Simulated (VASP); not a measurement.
# C (a cell with a defect) in VASP: further runs, part 2 of 2

VASP 6.6.1. Earlier steps stand in the parts before.

## (3) Single point, PBEsol

Contents of INCAR:

```
PREC = Accurate ; ENCUT = 520
EDIFF = 1E-6 ; ISMEAR = 0
SIGMA = 0.05 ; LREAL = Auto
LASPH = T ; NELM = 100
ALGO = Normal ; ISIF = 2
LWAVE = F ; LCHARG = T
GGA = PS ; LELF = T
LVHAR = T ; NBANDS = 163
NELECT = 254.0
```

Contents of KPOINTS:

```
regular mesh
0
Gamma
  2 2 2
```

Contents of POSCAR:

```
C
1.0
    7.1400000000      0.0000000000      0.0000000000
    0.0000000000      7.1400000000      0.0000000000
    0.0000000000      0.0000000000      7.1400000000
C
63
Direct
    0.4991673669     -0.0007647059      0.0008326331
    0.6255495798      0.1244504202      0.1254528011
    0.7507647059      0.2508326331      0.0008326331
    0.8750000000      0.3750000000      0.1250000000
    0.7506703081     -0.0006703081      0.2512072829
    0.8769865546      0.1231214286      0.3768785714
   -0.0006703081     -0.0006703081     -0.0012072829
    0.1244504202      0.1244504202      0.1245471989
    0.2496100840      0.2496100840     -0.0003899160
    0.3750000000      0.3750000000      0.1250000000
    0.5003899160      0.5003899160     -0.0003899160
    0.6255495798      0.6255495798      0.1245471989
    0.7506703081      0.7506703081     -0.0012072829
    0.8750000000      0.8750000000      0.1250000000
    0.2508326331     -0.0007647059      0.2491673669
    0.3754528011      0.1244504202      0.3755495798
    0.5003899160      0.2496100840      0.2503899160
    0.6255495798      0.3745471989      0.3755495798
    0.7507647059      0.4991673669      0.2491673669
    0.8730134454      0.6268785714      0.3768785714
    0.5012072829     -0.0006703081      0.5006703081
    0.6268785714      0.1231214286      0.6269865546
    0.7506703081      0.2487927171      0.5006703081
    0.8750000000      0.3750000000      0.6250000000
    0.7415934174      0.0084065826      0.7584065826
    0.8730134454      0.1231214286      0.8731214286
   -0.0007647059      0.4991673669      0.0008326331
    0.1244504202      0.6255495798      0.1254528011
    0.2508326331      0.7507647059      0.0008326331
    0.3750000000      0.8750000000      0.1250000000
   -0.0007647059      0.2508326331      0.2491673669
    0.1244504202      0.3754528011      0.3755495798
    0.2496100840      0.5003899160      0.2503899160
    0.3745471989      0.6255495798      0.3755495798
    0.4991673669      0.7507647059      0.2491673669
    0.6268785714      0.8730134454      0.3768785714
    0.0084065826      0.0084065826      0.4915934174
    0.1231214286      0.1231214286      0.6230134454
    0.2508326331      0.2508326331      0.5007647059
    0.3750000000      0.3750000000      0.6250000000
    0.4991673669      0.4991673669      0.5007647059
    0.6268785714      0.6268785714      0.6230134454
    0.7415934174      0.7415934174      0.4915934174
    0.2487927171     -0.0006703081      0.7493296919
    0.3745471989      0.1244504202      0.8744504202
    0.4991673669      0.2508326331      0.7492352941
    0.6255495798      0.3754528011      0.8744504202
    0.7506703081      0.5012072829      0.7493296919
    0.8769865546      0.6268785714      0.8731214286
   -0.0006703081      0.7506703081      0.2512072829
    0.1231214286      0.8769865546      0.3768785714
   -0.0006703081      0.5012072829      0.5006703081
    0.1231214286      0.6268785714      0.6269865546
    0.2487927171      0.7506703081      0.5006703081
    0.3750000000      0.8750000000      0.6250000000
   -0.0006703081      0.2487927171      0.7493296919
    0.1244504202      0.3745471989      0.8744504202
    0.2508326331      0.4991673669      0.7492352941
    0.3754528011      0.6255495798      0.8744504202
    0.5012072829      0.7506703081      0.7493296919
    0.6268785714      0.8769865546      0.8731214286
    0.0084065826      0.7415934174      0.7584065826
    0.1231214286      0.8730134454      0.8731214286
```

Potentials or basis: VASP PAW PBE potentials, release 64 (C).

Command:

```
$ cat potpaw_PBE.64/C/POTCAR > POTCAR
$ mpirun -np 1 vasp_std > vasp.out
```

Wall time 4.4 min (1 thread of AMD EPYC 9R45 (Zen 5), shared host); peak memory 0.43 GiB.

It converged, with:

```
Free energy   : -576.7929 eV
Largest force : 0.030 eV/Å
```

Forces on the atoms (eV/Å):
```
C    0.007  0.001 -0.007
C   -0.003  0.003 -0.004
C   -0.001 -0.007 -0.007
C    0.000  0.000  0.000
C    0.001 -0.001  0.006
C   -0.012  0.019 -0.019
C   -0.001 -0.001 -0.006
C    0.003  0.003  0.004
C    0.000  0.000  0.000
C    0.000  0.000  0.000
C    0.000  0.000  0.000
C   -0.003 -0.003  0.004
C    0.001  0.001 -0.006
C    0.000  0.000  0.000
C   -0.007  0.001  0.007
C   -0.004  0.003 -0.003
C    0.000  0.000  0.000
C   -0.003  0.004 -0.003
C   -0.001  0.007  0.007
C    0.012 -0.019 -0.019
C    0.006 -0.001  0.001
C   -0.019  0.019 -0.012
C    0.001 -0.006  0.001
C    0.000  0.000  0.000
C    0.017 -0.017 -0.017
C    0.012  0.019  0.019
C    0.001  0.007 -0.007
C    0.003 -0.003 -0.004
C   -0.007 -0.001 -0.007
C    0.000  0.000  0.000
C    0.001 -0.007  0.007
C    0.003 -0.004 -0.003
C    0.000  0.000  0.000
C    0.004 -0.003 -0.003
C    0.007 -0.001  0.007
C   -0.019  0.012 -0.019
C   -0.017 -0.017  0.017
C    0.019  0.019  0.012
C   -0.007 -0.007 -0.001
C    0.000  0.000  0.000
C    0.007  0.007 -0.001
C   -0.019 -0.019  0.012
C    0.017  0.017  0.017
C   -0.006 -0.001 -0.001
C    0.004  0.003  0.003
C    0.007 -0.007  0.001
C   -0.003 -0.004  0.003
C    0.001  0.006 -0.001
C   -0.012 -0.019  0.019
C   -0.001  0.001  0.006
C    0.019 -0.012 -0.019
C   -0.001  0.006  0.001
C    0.019 -0.019 -0.012
C   -0.006  0.001  0.001
C    0.000  0.000  0.000
C   -0.001 -0.006 -0.001
C    0.003  0.004  0.003
C   -0.007  0.007  0.001
C   -0.004 -0.003  0.003
C    0.006  0.001 -0.001
C   -0.019 -0.012  0.019
C   -0.017  0.017 -0.017
C    0.019  0.012  0.019
```

Levels at points of the mesh, in eV from the Fermi level:
```csv
k point,band 122,band 123,band 124,band 125,band 126,band 127,band 128,band 129,band 130,band 131
"(0.00, 0.00, 0.00)",-3.66,-2.88,-2.88,-2.88,0.14,0.14,0.14,1.84,1.84,1.94
"(0.50, 0.00, 0.00)",-4.20,-4.18,-4.16,-2.90,-0.42,-0.07,-0.07,1.69,1.69,2.65
"(0.50, 0.50, 0.00)",-3.84,-3.24,-3.18,-3.07,-0.53,-0.01,-0.01,3.04,3.04,3.18
"(0.50, 0.50, 0.50)",-4.19,-4.14,-4.14,-3.77,0.03,0.03,0.03,3.33,3.33,3.34
```

Caveat: the k points lie up to 0.44 Å⁻¹ apart; the cell carries a net charge on a neutralising background, which shifts energy and pressure; the cell is charged against a uniform background, so pressure and absolute levels hang on convention; the PAW data sets were made with another functional, which shifts forces and pressure a little.

## (4) Single point, PBEsol

Contents of INCAR:

```
SYSTEM = C
PREC     = Accurate       ! precision mode
ENCUT    = 520            ! plane-wave cutoff, eV
EDIFF    = 1E-6           ! SCF threshold, eV
ISMEAR   = 0              ! smearing method
SIGMA    = 0.05           ! smearing width, eV
LREAL    = Auto         
LASPH    = .TRUE.         ! aspherical terms in the spheres
NELM     = 120            ! most SCF steps
ALGO     = Normal         ! electronic algorithm
ISIF     = 2              ! what is computed and relaxed
LWAVE    = .FALSE.        ! write WAVECAR
LCHARG   = .FALSE.        ! write CHGCAR
GGA      = PS             ! functional
NELECT   = 254.0        
NBANDS   = 163            ! bands
GGA_COMPAT= .FALSE.
```

Contents of KPOINTS:

```
Automatic mesh
0
G
  2 2 2
  0 0 0
```

Contents of POSCAR:

```
C
1.0
    7.1400000000      0.0000000000      0.0000000000
    0.0000000000      7.1400000000      0.0000000000
    0.0000000000      0.0000000000      7.1400000000
C
63
Direct
    0.5011684836     -0.0004806245     -0.0000219187
    0.6264302513      0.1254424997      0.1247753389
    0.7507784749      0.2498278414      0.0002200003
    0.8751654729      0.3742207157      0.1247713237
    0.7485641450     -0.0036699216      0.2521424616
    0.8745831747      0.1223554393      0.3764447876
    0.0003857261     -0.0004789517      0.0004772503
    0.1253478175      0.1245260484      0.1256626573
    0.2507748820      0.2498413892      0.0002287748
    0.3762235374      0.3751465237      0.1256675594
    0.5011789692      0.5001686151      0.0004708074
    0.6260674361      0.6253453330      0.1258158628
    0.7507821618      0.7498323847      0.0002383182
    0.8755066705      0.8743303076      0.1258046912
    0.2505367143     -0.0005018833      0.2506263604
    0.3753563777      0.1254298968      0.3758654088
    0.5016391843      0.2506670156      0.2510663838
    0.6270275907      0.3772724110      0.3764352765
    0.7530047847      0.5033178936      0.2521720824
    0.8859148286      0.6207975094      0.3651102328
    0.5027204319     -0.0036893208      0.4979927734
    0.6270205937      0.1223733484      0.6240099870
    0.7507809812      0.2498137581      0.5002222579
    0.8745611302      0.3772845295      0.6239852888
    0.7530220800     -0.0036699723      0.7482918603
    0.8751374599      0.1254028315      0.8756484700
    0.0003873467      0.5001479014     -0.0000341912
    0.1272414543      0.6256721815      0.1237632635
    0.2507724896      0.7498564814      0.0002071672
    0.3743598180      0.8740031613      0.1237978328
   -0.0000611155      0.2489892099      0.2510722573
    0.1262335238      0.3742294839      0.3758518511
    0.2510387896      0.5001624917      0.2505908300
    0.3763803037      0.6253280349      0.3754800691
    0.5007882639      0.7514159293      0.2502431064
    0.6156841890      0.8788856854      0.3651082990
   -0.0011253752     -0.0036628844      0.5024333748
    0.1262265277      0.1254185113      0.6245676723
    0.2508109624      0.2498303078      0.5001952133
    0.3753565355      0.3742383918      0.6245738051
    0.5027179173      0.5032966213      0.5024267264
    0.6156996982      0.6207906011      0.6352805220
    0.8858943486      0.8788082444      0.6352779669
    0.2510363630     -0.0004679415      0.7498303873
    0.3762155584      0.1245481140      0.8747900005
    0.5016303554      0.2489969129      0.7493702217
    0.6264298508      0.3742552420      0.8756697123
    0.7485873996      0.5033075185      0.7482807450
    0.8755291223      0.6253353142      0.8746313865
    0.0007620890      0.7482138025      0.2502435013
    0.1252182819      0.8743204744      0.3754891314
   -0.0011113472      0.5033019500      0.4979936558
    0.1252134776      0.6253294415      0.6249512809
    0.2507922800      0.7498343773      0.5002332033
    0.3763670658      0.8743500709      0.6249378312
   -0.0000565696      0.2506712704      0.7493580565
    0.1253504832      0.3751316749      0.8747810144
    0.2505447973      0.5001677969      0.7498211999
    0.3743473513      0.6256972101      0.8766588630
    0.5008309270      0.7482319679      0.7501686973
    0.6260515589      0.8743462195      0.8746444229
    0.0007979845      0.7514231080      0.7502409452
    0.1272216333      0.8740011040      0.8766455806
```

Command:

```
$ cat potpaw_PBE.64/C/POTCAR > POTCAR
$ mpirun -np 1 vasp_std > vasp.out
```

It took 15 min on 1 thread of AMD EPYC 7R13 (Zen 3), shared host; peak memory 0.53 GiB.

Results (log left out):

```
Free energy   : -576.8070 eV
Largest force : 0.048 eV/Å
```

Forces on the atoms (eV/Å):
```
C   -0.007  0.000 -0.002
C    0.000 -0.016  0.009
C    0.007  0.000 -0.003
C   -0.012  0.019  0.008
C    0.012 -0.005  0.001
C    0.004  0.002  0.002
C   -0.002 -0.004 -0.004
C    0.000  0.008 -0.011
C    0.006 -0.001 -0.002
C   -0.006 -0.003 -0.017
C   -0.009  0.003 -0.001
C   -0.013 -0.007 -0.002
C    0.004  0.000 -0.007
C    0.004  0.007 -0.004
C    0.003  0.005 -0.001
C    0.012 -0.020  0.005
C    0.005  0.008  0.009
C   -0.009  0.004  0.003
C   -0.007  0.007 -0.012
C   -0.035 -0.011  0.031
C    0.009  0.012  0.006
C   -0.008 -0.007 -0.003
C    0.008  0.000 -0.002
C    0.015 -0.003  0.000
C   -0.013 -0.006  0.000
C   -0.001 -0.009 -0.009
C   -0.005 -0.001  0.001
C   -0.008 -0.004  0.004
C    0.009 -0.003  0.001
C    0.000  0.001  0.002
C    0.001 -0.009  0.004
C   -0.011  0.016  0.004
C    0.003 -0.002  0.007
C   -0.003 -0.012  0.006
C    0.012 -0.011  0.006
C    0.025 -0.009  0.020
C   -0.003 -0.003  0.000
C   -0.010 -0.011 -0.003
C   -0.002 -0.002  0.005
C    0.007  0.016 -0.008
C    0.010  0.003 -0.003
C    0.032  0.002 -0.016
C   -0.031  0.007 -0.016
C    0.004 -0.004 -0.001
C   -0.004 -0.003  0.013
C    0.007 -0.010 -0.002
C    0.002  0.010 -0.013
C    0.003  0.014 -0.001
C    0.000 -0.009  0.009
C    0.001  0.024  0.003
C   -0.009  0.009 -0.004
C   -0.004  0.004  0.007
C   -0.003 -0.007  0.003
C    0.003 -0.003 -0.005
C    0.000  0.003  0.001
C   -0.002  0.008 -0.006
C    0.001 -0.001  0.006
C    0.006  0.000  0.002
C    0.010 -0.007 -0.005
C    0.000  0.019  0.003
C   -0.003  0.001 -0.005
C   -0.010 -0.016 -0.016
C    0.000  0.006  0.006
```

Levels at points of the mesh, in eV from the Fermi level:
```csv
k point,band 123,band 124,band 125,band 126,band 127,band 128,band 129,band 130,band 131,band 132
"(0.00, 0.00, 0.00)",-2.93,-2.88,-2.88,0.06,0.06,0.23,1.79,1.85,1.92,1.92
"(0.50, 0.00, 0.00)",-4.19,-4.14,-2.94,-0.50,-0.15,0.05,1.66,1.66,2.63,3.08
"(0.00, 0.50, 0.00)",-4.20,-4.20,-2.94,-0.30,-0.16,-0.16,1.69,1.69,2.64,3.13
"(0.00, 0.00, 0.50)",-4.19,-4.14,-2.94,-0.50,-0.15,0.05,1.66,1.66,2.63,3.08
"(0.50, 0.50, 0.00)",-3.26,-3.23,-3.11,-0.61,-0.09,0.10,3.01,3.02,3.16,3.32
"(0.00, 0.50, 0.50)",-3.26,-3.23,-3.11,-0.61,-0.09,0.10,3.01,3.02,3.16,3.32
"(0.50, 0.00, 0.50)",-3.25,-3.15,-3.11,-0.43,-0.10,-0.10,3.03,3.03,3.19,3.34
"(0.50, 0.50, 0.50)",-4.19,-4.12,-3.81,-0.04,-0.04,0.13,3.30,3.31,3.32,3.32
```

Caveat: the k points lie up to 0.44 Å⁻¹ apart; the cell carries a net charge on a neutralising background, which shifts energy and pressure; the cell is charged against a uniform background, so pressure and absolute levels hang on convention; the PAW data sets were made with another functional, which shifts forces and pressure a little.
